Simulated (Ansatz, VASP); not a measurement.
One calculation of WS2, two programs

```
W S
1.0
     3.02204    0.00000    0.00000
    -1.51102    2.61716    0.00000
     0.00000    0.00000   16.95074
W S
1 2
Direct
  0.33333 0.66667 0.00000
  0.66667 0.33333 0.90802
  0.66667 0.33333 0.09198
```

Change from the starting cell: strain -0.050 along x and y, +0.000 along z, atoms carried along.

Alike in both runs: task single point; functional r2SCAN; k mesh 12 × 12 × 2; occupations gaussian, width 0.05 eV; no spin polarisation.

|  | VASP | Ansatz |
| --- | --- | --- |
| version | VASP 6.6.1 | Ansatz 0.2.0 |
| potentials or method | VASP PAW PBE potentials, release 64 (W_sv, S), cutoff 520 eV | scalar-relativistic, plane waves, PAW |
| valence electrons in the cell | 26 | 26 |

```csv
,VASP,Ansatz,Ansatz less VASP
gap on the k mesh at the Fermi level (eV),2.17,2.18,+0.009
least direct gap on the mesh (eV),2.61,2.60,-0.004
rms of the force components (eV/Å),0.651,0.637,-0.0143
```

VASP's potentials were made for PBE, not for r2SCAN. Atom by atom the forces differ by 0.014 eV/Å (rms over components). With one functional, cell and mesh, what is left measures potentials, basis and numerics.

Spin-orbit coupling is off throughout.
